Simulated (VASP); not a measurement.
# TiTe2 (P-3m1) in VASP: a series of runs

The runs below take TiTe2 through relaxation of shape and atoms at fixed volume, relaxation of cell and atoms, with PBE+D3(BJ).

All numbers are computed with VASP 6.6.1; they aren't measurements. Logs are shortened: lines on timing, memory, paths and dates and some standing lists are left out, and cuts for length are marked.

**1. The cell of the first run**

The structure is trigonal, space group P-3m1 (No. 164). Conventional cell: a = 3.626 Å, b = 3.626 Å, c = 6.234 Å, α = 90.00°, β = 90.00°, γ = 120.00°. Ti (site symmetry -3m) has 6 Te at 2.71 Å and 6 Ti at 3.63 Å within 3.7 Å. Within 3.7 Å of Te (site symmetry 3m) lie 3 Ti at 2.71 Å and 9 Te at 3.50 to 3.63 Å.

**2. Relaxation of shape and atoms at fixed volume, PBE+D3(BJ) (23.66 Å³/atom)**

INCAR

```
ALGO = Normal ; EDIFF = 1E-6
EDIFFG = -0.01 ; ENCUT = 600
GGA = PE ; IBRION = 2
ISIF = 4 ; ISMEAR = 0
IVDW = 12 ; LASPH = T
LCHARG = F ; LREAL = F
LWAVE = F ; NELM = 80
NSW = 50 ; PREC = Accurate
SIGMA = 0.1
```

KPOINTS

```
k-points
0
Gamma
  12 12 8
```

POSCAR

```
TiTe2
1.0
    3.6263813642      0.0000000000      0.0000000000
   -1.8131906821      3.1405383852      0.0000000000
    0.0000000000      0.0000000000      6.2335105212
Ti Te
1 2
Direct
    0.0000000000      0.0000000000      0.0000000000
    0.6666666667      0.3333333333      0.2752256515
    0.3333333333      0.6666666667      0.7247743485
```

Potentials or basis: VASP PAW PBE potentials, release 64 (Ti_sv, Te).

The run is started by

```sh
cat potpaw_PBE.64/Ti_sv/POTCAR potpaw_PBE.64/Te/POTCAR > POTCAR
mpirun -np 1 vasp_std > vasp.out
```

OUTCAR:

```text
EDIFF = 1E-6
   EDIFFG = -0.01
   ENCUT = 600
   GGA = PE
   IBRION = 2
   ISIF = 4
   ISMEAR = 0
   IVDW = 12
   LASPH = T
   LREAL = F
   NELM = 80
   NSW = 50
   PREC = Accurate
 IVDW          = 12

 ion  position               nearest neighbor table
   1  0.000  0.000  0.000-   2 2.71   3 2.71   3 2.71   2 2.71   2 2.71   3 2.71
   2  0.667  0.333  0.275-   1 2.71   1 2.71   1 2.71   3 3.50   3 3.50   3 3.50
   3  0.333  0.667  0.725-   1 2.71   1 2.71   1 2.71   2 3.50   2 3.50   2 3.50

  LATTYP: Found a hexagonal cell.
 ALAT       =     3.6263813642
 C/A-ratio  =     1.7189340820

  Lattice vectors:

 A1 = (   3.6263813642,   0.0000000000,   0.0000000000)
 A2 = (  -1.8131906821,   3.1405383852,   0.0000000000)
 A3 = (   0.0000000000,   0.0000000000,   6.2335105212)

Analysis of symmetry for initial positions (statically):
=====================================================================
 Subroutine PRICEL returns:
 Original cell was already a primitive cell.

 Routine SETGRP: Setting up the symmetry group for a
 hexagonal supercell.

 Subroutine GETGRP returns: Found 12 space group operations
 (whereof 12 operations were pure point group operations)
 out of a pool of 24 trial point group operations.

The static configuration has the point symmetry D_3d.

Analysis of symmetry for dynamics (positions and initial velocities):
=====================================================================
 Subroutine PRICEL returns:
 Original cell was already a primitive cell.

 Routine SETGRP: Setting up the symmetry group for a
 hexagonal supercell.

 Subroutine GETGRP returns: Found 12 space group operations
 (whereof 12 operations were pure point group operations)
 out of a pool of 24 trial point group operations.

The dynamic configuration has the point symmetry D_3d.

 Subroutine INISYM returns: Found 12 space group operations
 (whereof 12 operations are pure point group operations),
 and found     1 'primitive' translations

----------------------------------------------------------------------------------------

                                     Primitive cell

  volume of cell :      70.9921

  direct lattice vectors                    reciprocal lattice vectors
     3.626381364  0.000000000  0.000000000     0.275756987  0.159208371  0.000000000
    -1.813190682  3.140538385  0.000000000     0.000000000  0.318416742  0.000000000
     0.000000000  0.000000000  6.233510521     0.000000000  0.000000000  0.160423247

  length of vectors
     3.626381364  3.626381364  6.233510521     0.318416742  0.318416742  0.160423247

  position of ions in fractional coordinates (direct lattice)
     0.000000000  0.000000000  0.000000000
     0.666666667  0.333333333  0.275225652
     0.333333333  0.666666667  0.724774348

  ion indices of the primitive-cell ions
   primitive index   ion index
                 1           1
                 2           2
                 3           3

----------------------------------------------------------------------------------------

 KPOINTS: k-points

Automatic generation of k-mesh.
 Grid dimensions read from file:
 generate k-points for:   12   12    8

 Generating k-lattice:

  Cartesian coordinates                     Fractional coordinates (reciprocal lattice)
     0.022979749  0.013267364  0.000000000     0.083333333  0.000000000  0.000000000
     0.000000000  0.026534728  0.000000000     0.000000000  0.083333333  0.000000000
     0.000000000  0.000000000  0.020052906     0.000000000  0.000000000  0.125000000

  Length of vectors
     0.026534728  0.026534728  0.020052906

  Shift w.r.t. Gamma in fractional coordinates (k-lattice)
     0.000000000  0.000000000  0.000000000

 Subroutine IBZKPT returns following result:
 ===========================================

 Found    131 irreducible k-points:

 Following reciprocal coordinates:
            Coordinates               Weight
  0.000000  0.000000  0.000000      1.000000
  0.083333  0.000000  0.000000      6.000000
  0.166667  0.000000  0.000000      6.000000
  0.250000  0.000000  0.000000      6.000000
  0.333333  0.000000  0.000000      6.000000
  0.416667  0.000000  0.000000      6.000000
[... 16 lines left out ...]
  0.166667  0.000000  0.125000      6.000000
  0.000000  0.166667  0.125000      6.000000
 [... further k-points ...]
   k-points           NKPTS =    131   k-points in BZ     NKDIM =    131   number of bands    NBANDS=     16
   number of dos      NEDOS =    301   number of ions     NIONS =      3
   total plane-waves  NPLWV =  45000
   dimension x,y,z NGX =    30 NGY =   30 NGZ =   50
   dimension x,y,z NGXF=    60 NGYF=   60 NGZF=  100
   ions per type =               1   2
   NGX,Y,Z   is equivalent  to a cutoff of  13.75, 13.75, 13.33 a.u.
   NGXF,Y,Z  is equivalent  to a cutoff of  27.51, 27.51, 26.67 a.u.
 SYSTEM =  unknown system
   PREC   = accura    normal or accurate (medium, high low for compatibility)
   ISTART =      0    job   : 0-new  1-cont  2-samecut
   ICHARG =      2    charge: 1-file 2-atom 10-const
   ISPIN  =      1    spin polarized calculation?
   LNONCOLLINEAR =      F non collinear calculations
   LSORBIT =      F    spin-orbit coupling
   LASPH  =      T    aspherical Exc in radial PAW
   ENCUT  =  600.0 eV  44.10 Ry    6.64 a.u.   7.24  7.24 12.45*2*pi/ulx,y,z
   NELM   =     80;   NELMIN=  2; NELMDL= -5     # of ELM steps
   EDIFF  = 0.1E-05   stopping-criterion for ELM
   LREAL  =      F    real-space projection
   EDIFFG = -.1E-01   stopping-criterion for IOM
   NSW    =     50    number of steps for IOM
   IBRION =      2    ionic relax: 0-MD 1-quasi-New 2-CG
   NFREE  =      1    steps in history (QN), initial steepest desc. (CG)
   ISIF   =      4    stress and relaxation
   ISYM   =      2    0-nonsym 1-usesym 2-fastsym
   POTIM  = 0.5000    time-step for ionic-motion
   TEBEG  =    0.0;   TEEND  =   0.0 temperature during run
   PSTRESS=    0.0 pullay stress
   NELECT =      24.0000    total number of electrons
   NUPDOWN=      -1.0000    fix difference up-down
   EMIN   =  10.00;   EMAX   =-10.00  energy-range for DOS
   EFERMI =   0.00;   METHOD = LEGACY
   ISMEAR =     0;   SIGMA  =   0.10  broadening in eV -4-tet -1-fermi 0-gaus
   EFERMI_NEDOS =   21; number of points for ismear=-14 and -15
   IALGO  =     38    algorithm
   IMIX   =      4    mixing-type and parameters
     AMIX     =   0.40;   BMIX     =  1.00
     AMIX_MAG =   1.60;   BMIX_MAG =  1.00
  volume/ion in A,a.u.               =      23.66       159.69
  Fermi-wavevector in a.u.,A,eV,Ry     =   1.140447  2.155133 17.696004  1.300620
  Thomas-Fermi vector in A             =   2.277149
   LORBIT       =      0    0 simple, 1 ext, 2 COOP (PROOUT), +10 PAW based schemes
   GGA     = PE    functional components
   LHFCALC =     F    Hartree Fock is set to
   AEXX    =    0.0000 exact exchange contribution
   IVDW    =    12    specifies the selected vdW correction
   LEPSILON=     F    determine dielectric tensor
   LRPA    =     F    only Hartree local field effects (RPA)
 conjugate gradient relaxation of ions
 non-spin polarized calculation
 Gauss-broadening in eV      SIGMA  =   0.10
  energy-cutoff  :      600.00
  volume of cell :       70.99
 maximum number of plane-waves:      2400
 NGX is ok and might be reduce to    30
   NGX = 15   NGY = 15   NGZ = 25

--------------------------------------- Ionic step        1  -------------------------------------------

 number of electron      23.9999996 magnetization

 Free energy of the ion-electron system (eV)
  ---------------------------------------------------
  ext. energy  EPLUGINS =         0.00000000
  ---------------------------------------------------
  free energy    TOTEN  =       -16.00234585 eV

  energy without entropy =      -15.99650469  energy(sigma->0) =      -15.99942527

------------------------ aborting loop because EDIFF is reached ----------------------------------------

 Edisp (eV)   -1.66877

 E8    (eV) :    -0.7722

  FORCE on cell =-STRESS in cart. coord.  units (eV):
  Direction    XX          YY          ZZ          XY          YZ          ZX
  --------------------------------------------------------------------------------------
  -------------------------------------------------------------------------------------
  Total       1.64807     1.64807     1.83334     0.00000     0.00000     0.00000
  in kB      37.19434    37.19434    41.37549     0.00000     0.00000     0.00000
  external pressure =       38.59 kB  Pullay stress =        0.00 kB
[... 186 lines left out ...]
  energy  without entropy=      -17.6715173200  energy(sigma->0) =      -17.67439483

--------------------------------------- Ionic step        6  -------------------------------------------

 number of electron      23.9999996 magnetization

 Free energy of the ion-electron system (eV)
  ---------------------------------------------------
  ext. energy  EPLUGINS =         0.00000000
  ---------------------------------------------------
  free energy    TOTEN  =       -16.00829468 eV

  energy without entropy =      -16.00250203  energy(sigma->0) =      -16.00539835

 E-fermi :   8.4308     XC(G=0): -10.4859

 val. band max:        8.4202773603   @ k =   0.0000   0.4167   0.2500
 cond. band min:       8.4450641880   @ k =   0.3333   0.0000   0.5000
 fundamental gap:      0.0247868277
 Fermi energy:         8.4308396567

 k-point     1 :       0.0000    0.0000    0.0000
  band No.  band energies     occupation
      1     -48.8162      2.00000
      2     -25.0890      2.00000
      3     -25.0890      2.00000
      4     -25.0661      2.00000
      5      -4.7663      2.00000
      6      -2.7613      2.00000
[... 8 lines left out ...]
     15       9.9027      0.00000
     16      11.5593      0.00000
[... 420 lines left out ...]
  band No.  band energies     occupation
      1     -48.8149      2.00000
      2     -25.1058      2.00000
      3     -25.0928      2.00000
      4     -25.0621      2.00000
      5      -4.3589      2.00000
      6      -2.6823      2.00000
[... 8 lines left out ...]
     15       9.7867      0.00000
     16      11.5191      0.00000

 [... further k-points ...]

------------------------ aborting loop because EDIFF is reached ----------------------------------------

 Edisp (eV)   -1.66908

 E8    (eV) :    -0.7723

  FORCE on cell =-STRESS in cart. coord.  units (eV):
  Direction    XX          YY          ZZ          XY          YZ          ZX
  --------------------------------------------------------------------------------------
  -------------------------------------------------------------------------------------
  Total       1.36779     1.36779     1.36619     0.00000    -0.00000     0.00000
  in kB      30.86889    30.86889    30.83263     0.00000    -0.00000     0.00000
  external pressure =       30.86 kB  Pullay stress =        0.00 kB
[... 18 lines left out ...]
  FREE ENERGIE OF THE ION-ELECTRON SYSTEM (eV)
  ---------------------------------------------------
  free  energy   TOTEN  =       -17.6773711415 eV

  energy  without entropy=      -17.6715784914  energy(sigma->0) =      -17.67447482

 reached required accuracy - stopping structural energy minimisation
```

Wall time 14 min (1 thread of Intel Xeon 8259CL, shared host); peak memory 0.36 GiB.

Results:

- Free energy: -17.6774 eV
- Energy gained by relaxing: 2.1 meV/atom
- Ionic steps: 6
- Pressure after relaxing: 3.1 GPa
- Largest force after relaxing: 0.004 eV/Å
- Band gap on the k mesh: zero (bands 12 and 13 overlap by 0.88 eV)
- Dispersion energy per atom: -0.556 eV

Forces in eV/Å, atoms in the order of the input:
```
Ti   0.000  0.000  0.000
Te   0.000  0.000  0.004
Te   0.000  0.000 -0.004
```

The path:
| step | energy change (eV) | largest force (eV/Å) | pressure (GPa) | volume (Å³) |
| --- | --- | --- | --- | --- |
| 1 | 0.0000 | 0.2810 | 3.86 | 70.99 |
| 2 | -0.0052 | 0.0990 | 3.39 | 70.99 |
| 3 | -0.0059 | 0.0103 | 3.12 | 70.99 |
| 4 | -0.0059 | 0.0155 | 3.14 | 70.99 |
| 5 | -0.0062 | 0.0098 | 3.11 | 70.99 |
| 6 | -0.0063 | 0.0043 | 3.09 | 70.99 |

Final structure:
```
Ti Te
1.0
     3.62811    0.00000    0.00000
    -1.81405    3.14203    0.00000
     0.00000    0.00000    6.22757
Ti Te
1 2
Direct
  0.00000 0.00000 0.00000
  0.66667 0.33333 0.27883
  0.33333 0.66667 0.72117
```

Caveat: spin-orbit coupling is left out, which moves the levels of the heavy elements.

(Part 1 of 2 ends here.)
